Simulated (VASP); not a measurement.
# ZnO (zincite) (P6_3mc) in VASP: notebook, part 2 of 3

VASP 6.6.1.

### Step 3. Single point, revPBE+D4

This run uses another cell than the first one, of 11.90 Å³/atom, 1.020 times its volume.

INCAR reads:

```
PREC     = Accurate       # precision mode
ENCUT    = 520            # plane-wave cutoff, eV
EDIFF    = 1E-7           # SCF threshold, eV
ISMEAR   = -1             # smearing method
SIGMA    = 0.05           # smearing width, eV
LREAL    = False          # projectors in reciprocal space
LASPH    = True           # aspherical terms in the spheres
NELM     = 100            # most SCF steps
ALGO     = Normal         # electronic algorithm
ISIF     = 2              # what is computed and relaxed
LWAVE    = False          # write WAVECAR
LCHARG   = True           # write CHGCAR
GGA      = RE             # functional
IVDW     = 13             # dispersion correction
LELF     = True           # ELF
LVHAR    = True         
NBANDS   = 26             # bands
```

KPOINTS reads:

```
regular mesh
0
Gamma
  9 9 5
```

POSCAR reads:

```
ZnO
1.0
    3.2493080000      0.0000000000      0.0000000000
   -1.6246540000      2.8139832727      0.0000000000
    0.0000000000      0.0000000000      5.2057090000
Zn O
2 2
Direct
    0.6666666667      0.3333333333      0.0000000000
    0.3333333333      0.6666666667      0.5000000000
    0.3333333333      0.6666666667      0.8790100000
    0.6666666667      0.3333333333      0.3790100000
```

Potentials or basis: VASP PAW PBE potentials, release 64 (Zn, O).

On the command line:

```console
$ cat potpaw_PBE.64/Zn/POTCAR potpaw_PBE.64/O/POTCAR > POTCAR
$ mpirun -np 1 vasp_std > vasp.out
```

OUTCAR:

```text
PREC = Accurate
   ENCUT = 520
   EDIFF = 1E-7
   ISMEAR = -1
   LREAL = False
   LASPH = True
   NELM = 100
   ISIF = 2
   GGA = RE
   IVDW = 13

 ion  position               nearest neighbor table
   1  0.667  0.333  0.000-   4 1.97   3 1.98   3 1.98   3 1.98
   2  0.333  0.667  0.500-   3 1.97   4 1.98   4 1.98   4 1.98
   3  0.333  0.667  0.879-   2 1.97   1 1.98   1 1.98   1 1.98
   4  0.667  0.333  0.379-   1 1.97   2 1.98   2 1.98   2 1.98

  LATTYP: Found a hexagonal cell.
 ALAT       =     3.2493080000
 C/A-ratio  =     1.6020977390

  Lattice vectors:

 A1 = (   3.2493080000,   0.0000000000,   0.0000000000)
 A2 = (  -1.6246540000,   2.8139832727,   0.0000000000)
 A3 = (   0.0000000000,   0.0000000000,   5.2057090000)

Analysis of symmetry for initial positions (statically):
=====================================================================
 Subroutine PRICEL returns:
 Original cell was already a primitive cell.

 Routine SETGRP: Setting up the symmetry group for a
 hexagonal supercell.

 Subroutine GETGRP returns: Found 12 space group operations
 (whereof  6 operations were pure point group operations)
 out of a pool of 24 trial point group operations.

The static configuration has the point symmetry C_3v.
 The point group associated with its full space group is C_6v.

Analysis of symmetry for dynamics (positions and initial velocities):
=====================================================================
 Subroutine PRICEL returns:
 Original cell was already a primitive cell.

 Routine SETGRP: Setting up the symmetry group for a
 hexagonal supercell.

 Subroutine GETGRP returns: Found 12 space group operations
 (whereof  6 operations were pure point group operations)
 out of a pool of 24 trial point group operations.

The dynamic configuration has the point symmetry C_3v.
 The point group associated with its full space group is C_6v.

 Subroutine INISYM returns: Found 12 space group operations
 (whereof  6 operations are pure point group operations),
 and found     1 'primitive' translations

----------------------------------------------------------------------------------------

                                     Primitive cell

  volume of cell :      47.5984

  direct lattice vectors                    reciprocal lattice vectors
     3.249308000  0.000000000  0.000000000     0.307757836  0.177684070  0.000000000
    -1.624654000  2.813983273  0.000000000     0.000000000  0.355368139  0.000000000
     0.000000000  0.000000000  5.205709000     0.000000000  0.000000000  0.192096792

  length of vectors
     3.249308000  3.249308000  5.205709000     0.355368139  0.355368139  0.192096792

  position of ions in fractional coordinates (direct lattice)
     0.666666667  0.333333333  0.000000000
     0.333333333  0.666666667  0.500000000
     0.333333333  0.666666667  0.879010000
     0.666666667  0.333333333  0.379010000

  ion indices of the primitive-cell ions
   primitive index   ion index
                 1           1
                 2           2
                 3           3
                 4           4

----------------------------------------------------------------------------------------

 KPOINTS: regular mesh

Automatic generation of k-mesh.
 Grid dimensions read from file:
 generate k-points for:    9    9    5

 Generating k-lattice:

  Cartesian coordinates                     Fractional coordinates (reciprocal lattice)
     0.034195315  0.019742674  0.000000000     0.111111111  0.000000000  0.000000000
     0.000000000  0.039485349  0.000000000     0.000000000  0.111111111  0.000000000
     0.000000000  0.000000000  0.038419358     0.000000000  0.000000000  0.200000000

  Length of vectors
     0.039485349  0.039485349  0.038419358

  Shift w.r.t. Gamma in fractional coordinates (k-lattice)
     0.000000000  0.000000000  0.000000000

 Subroutine IBZKPT returns following result:
 ===========================================

 Found     36 irreducible k-points:

 Following reciprocal coordinates:
            Coordinates               Weight
  0.000000  0.000000  0.000000      1.000000
  0.111111  0.000000  0.000000      6.000000
  0.222222  0.000000  0.000000      6.000000
  0.333333  0.000000  0.000000      6.000000
  0.444444  0.000000  0.000000      6.000000
  0.111111  0.111111  0.000000      6.000000
[... 16 lines left out ...]
  0.333333  0.222222  0.200000     24.000000
  0.333333  0.333333  0.200000      4.000000
 [... further k-points ...]
   k-points           NKPTS =     36   k-points in BZ     NKDIM =     36   number of bands    NBANDS=     26
   number of dos      NEDOS =    301   number of ions     NIONS =      4
   total plane-waves  NPLWV =  23040
   dimension x,y,z NGX =    24 NGY =   24 NGZ =   40
   dimension x,y,z NGXF=    48 NGYF=   48 NGZF=   80
   ions per type =               2   2
   NGX,Y,Z   is equivalent  to a cutoff of  12.28, 12.28, 12.77 a.u.
   NGXF,Y,Z  is equivalent  to a cutoff of  24.56, 24.56, 25.55 a.u.
 SYSTEM =  unknown system
   PREC   = accura    normal or accurate (medium, high low for compatibility)
   ISTART =      0    job   : 0-new  1-cont  2-samecut
   ICHARG =      2    charge: 1-file 2-atom 10-const
   ISPIN  =      1    spin polarized calculation?
   LNONCOLLINEAR =      F non collinear calculations
   LSORBIT =      F    spin-orbit coupling
   LASPH  =      T    aspherical Exc in radial PAW
   ENCUT  =  520.0 eV  38.22 Ry    6.18 a.u.   6.04  6.04  9.68*2*pi/ulx,y,z
   NELM   =    100;   NELMIN=  2; NELMDL= -5     # of ELM steps
   EDIFF  = 0.1E-06   stopping-criterion for ELM
   LREAL  =      F    real-space projection
   EDIFFG = 0.1E-05   stopping-criterion for IOM
   NSW    =      0    number of steps for IOM
   IBRION =     -1    ionic relax: 0-MD 1-quasi-New 2-CG
   NFREE  =      0    steps in history (QN), initial steepest desc. (CG)
   ISIF   =      2    stress and relaxation
   ISYM   =      2    0-nonsym 1-usesym 2-fastsym
   POTIM  = 0.5000    time-step for ionic-motion
   TEBEG  =    0.0;   TEEND  =   0.0 temperature during run
   PSTRESS=    0.0 pullay stress
   NELECT =      36.0000    total number of electrons
   NUPDOWN=      -1.0000    fix difference up-down
   EMIN   =  10.00;   EMAX   =-10.00  energy-range for DOS
   EFERMI =   0.00;   METHOD = LEGACY
   ISMEAR =    -1;   SIGMA  =   0.05  broadening in eV -4-tet -1-fermi 0-gaus
   EFERMI_NEDOS =   21; number of points for ismear=-14 and -15
   IALGO  =     38    algorithm
   IMIX   =      4    mixing-type and parameters
     AMIX     =   0.40;   BMIX     =  1.00
     AMIX_MAG =   1.60;   BMIX_MAG =  1.00
  volume/ion in A,a.u.               =      11.90        80.30
  Fermi-wavevector in a.u.,A,eV,Ry     =   1.491574  2.818667 30.270160  2.224794
  Thomas-Fermi vector in A             =   2.604212
   LORBIT       =      0    0 simple, 1 ext, 2 COOP (PROOUT), +10 PAW based schemes
   GGA     = RE    functional components
   LHFCALC =     F    Hartree Fock is set to
   AEXX    =    0.0000 exact exchange contribution
   IVDW    =    13    specifies the selected vdW correction
   LEPSILON=     F    determine dielectric tensor
   LRPA    =     F    only Hartree local field effects (RPA)
 non-spin polarized calculation
  energy-cutoff  :      520.00
  volume of cell :       47.60
 maximum number of plane-waves:      1308
   NGX = 13   NGY = 13   NGZ = 19

 number of electron      36.0000017 magnetization

 Free energy of the ion-electron system (eV)
  ---------------------------------------------------
  ext. energy  EPLUGINS =         0.00000000
  ---------------------------------------------------
  free energy    TOTEN  =       -16.47512801 eV

  energy without entropy =      -16.47512583  energy(sigma->0) =      -16.47512692

 E-fermi :   1.8023     XC(G=0): -10.7224

 val. band max:        1.3343657169   @ k =   0.0000   0.0000   0.0000
 cond. band min:       2.1895048516   @ k =   0.0000   0.0000   0.0000
 fundamental gap:      0.8551391348
 Fermi energy:         1.8023299872

 k-point     1 :       0.0000    0.0000    0.0000
  band No.  band energies     occupation
      1     -16.8184      2.00000
      2     -16.0989      2.00000
      3      -4.3430      2.00000
      4      -4.3430      2.00000
      5      -4.3030      2.00000
      6      -4.2677      2.00000
[... 685 lines left out ...]
     25      15.0006      0.00000
     26      15.9928      0.00000

 [... further k-points ...]

------------------------ aborting loop because EDIFF is reached ----------------------------------------

  DFT-D4 for vdW energy calculation

  Edisp (eV):   -1.85114

  FORCE on cell =-STRESS in cart. coord.  units (eV):
  Direction    XX          YY          ZZ          XY          YZ          ZX
  --------------------------------------------------------------------------------------
  -------------------------------------------------------------------------------------
  Total       0.46239     0.46239     1.00351     0.00000     0.00000     0.00000
  in kB      15.56408    15.56408    33.77842     0.00000     0.00000     0.00000
  external pressure =       21.64 kB  Pullay stress =        0.00 kB

 VOLUME and BASIS-vectors are now :
 -----------------------------------------------------------------------------
  energy-cutoff  :      520.00
  volume of cell :       47.60
      direct lattice vectors                 reciprocal lattice vectors
     3.249308000  0.000000000  0.000000000     0.307757836  0.177684070  0.000000000
    -1.624654000  2.813983273  0.000000000     0.000000000  0.355368139  0.000000000
     0.000000000  0.000000000  5.205709000     0.000000000  0.000000000  0.192096792

 POSITION                                       TOTAL-FORCE (eV/Angst)
 -----------------------------------------------------------------------------------
      1.62465      0.93799      0.00000        -0.000000      0.000000     -0.071072
     -0.00000      1.87599      2.60285         0.000000      0.000000     -0.071072
     -0.00000      1.87599      4.57587         0.000000      0.000000      0.071072
      1.62465      0.93799      1.97302        -0.000000     -0.000000      0.071072
 -----------------------------------------------------------------------------------
    total drift:                               -0.000000     -0.000000     -0.000374

  FREE ENERGIE OF THE ION-ELECTRON SYSTEM (eV)
  ---------------------------------------------------
  free  energy   TOTEN  =       -18.3262650665 eV

  energy  without entropy=      -18.3262628819  energy(sigma->0) =      -18.32626397
```

It took 17 s on 1 thread of Intel Xeon 6975P-C (Granite Rapids), shared host; peak memory 0.18 GiB.

What came out:

- Free energy: -18.3263 eV
- Pressure: 2.2 GPa
- Largest force: 0.071 eV/Å
- Band gap on the k mesh: 0.86 eV, direct
- Dispersion energy per atom: -0.463 eV

Forces in eV/Å, atoms in the order of the input:
```
Zn   0.000  0.000 -0.071
Zn   0.000  0.000 -0.071
O    0.000  0.000  0.071
O    0.000  0.000  0.071
```

Levels at points of the mesh, in eV from the valence-band top:
| k point | band 15 | band 16 | band 17 | band 18 | band 19 | band 20 | band 21 | band 22 |
| --- | --- | --- | --- | --- | --- | --- | --- | --- |
| (0.00, 0.00, 0.00) | -0.81 | -0.07 | 0.00 | 0.00 | 0.86 | 5.28 | 8.35 | 12.92 |

Caveat: the PAW data sets were made with another functional, which shifts forces and pressure a little.

### Step 4. Single point, PBE+D3(BJ)

This run uses another cell than the first one, of 12.06 Å³/atom, 1.034 times its volume.

INCAR reads:

```
PREC = Accurate
ENCUT = 520
EDIFF = 1E-7
ISMEAR = -1
SIGMA = 0.05
LREAL = F
LASPH = T
NELM = 60
ALGO = Normal
ISIF = 2
LWAVE = F
LCHARG = T
GGA = PE
IVDW = 12
LELF = T
LVHAR = T
NBANDS = 26
```

KPOINTS reads:

```
Automatic mesh
0
Gamma
  9 9 5
```

POSCAR reads:

```
ZnO
1.0
    3.2548723084      0.0000000000      0.0000000000
   -1.6274361542      2.8188021052      0.0000000000
    0.0000000000      0.0000000000      5.2558922624
Zn O
2 2
Direct
    0.6666666667      0.3333333333      0.0000566445
    0.3333333333      0.6666666667      0.5000566445
    0.3333333333      0.6666666667      0.8789533555
    0.6666666667      0.3333333333      0.3789533555
```

On the command line:

```console
$ cat potpaw_PBE.64/Zn/POTCAR potpaw_PBE.64/O/POTCAR > POTCAR
$ mpirun -np 1 vasp_std > vasp.out
```

Wall time 16 s (1 thread of Intel Xeon 6975P-C (Granite Rapids), shared host); peak memory 0.19 GiB.

It converged, with:

| Quantity | Value |
| --- | --- |
| Free energy | -18.7285 eV |
| Pressure | 1.0 GPa |
| Band gap on the k mesh | 0.76 eV, direct |
| Dispersion energy per atom | -0.221 eV |

Levels at points of the mesh, in eV from the valence-band top:
```
           k point  band 16  band 17  band 18  band 19  band 20  band 21
(0.00, 0.00, 0.00)    -0.09     0.00     0.00     0.76     5.18     8.14
```

### Step 5. Single point, revPBE+D4

This run uses another cell than the first one, of 12.14 Å³/atom, 1.041 times its volume.

INCAR reads:

```
ALGO = Normal ; EDIFF = 1E-7
ENCUT = 520 ; GGA = RE
ISIF = 2 ; ISMEAR = -1
IVDW = 13 ; LASPH = T
LCHARG = F ; LREAL = F
LWAVE = F ; NBANDS = 26
NELM = 60 ; PREC = Accurate
SIGMA = 0.05
```

KPOINTS reads:

```
k-points
0
Gamma
  9 9 5
```

POSCAR reads:

```
ZnO
1.0
    3.2708272232      0.0000000000      0.0000000000
   -1.6354136116      2.8326194666      0.0000000000
    0.0000000000      0.0000000000      5.2401848988
Zn O
2 2
Direct
    0.6666666667      0.3333333333      0.0000000000
    0.3333333333      0.6666666667      0.5000000000
    0.3333333333      0.6666666667      0.8790100000
    0.6666666667      0.3333333333      0.3790100000
```

On the command line:

```console
$ cat potpaw_PBE.64/Zn/POTCAR potpaw_PBE.64/O/POTCAR > POTCAR
$ mpirun -np 1 vasp_std > vasp.out
```

Run time: 17 s. Hardware: 1 thread of Intel Xeon 6975P-C (Granite Rapids), shared host; peak memory 0.17 GiB.

The run converged. Its results:

```
Free energy                : -18.3318 eV
Pressure                   : -0.5 GPa
Largest force              : 0.065 eV/Å
Band gap on the k mesh     : 0.83 eV, direct
Dispersion energy per atom : -0.452 eV
```

Forces in eV/Å, atoms in the order of the input:
```
Zn   0.000  0.000 -0.065
Zn   0.000  0.000 -0.065
O    0.000  0.000  0.065
O    0.000  0.000  0.065
```

Stress tensor (GPa, compression positive):
```
-1.10  0.00  0.00
 0.00 -1.10  0.00
 0.00  0.00  0.62
```

Levels at points of the mesh, in eV from the valence-band top:
| k point | band 15 | band 16 | band 17 | band 18 | band 19 | band 20 | band 21 | band 22 |
| --- | --- | --- | --- | --- | --- | --- | --- | --- |
| (0.00, 0.00, 0.00) | -0.79 | -0.06 | 0.00 | 0.00 | 0.83 | 5.21 | 8.28 | 12.82 |

Caveat: the PAW data sets were made with another functional, which shifts forces and pressure a little.

(Continued in part 3 of 3.)
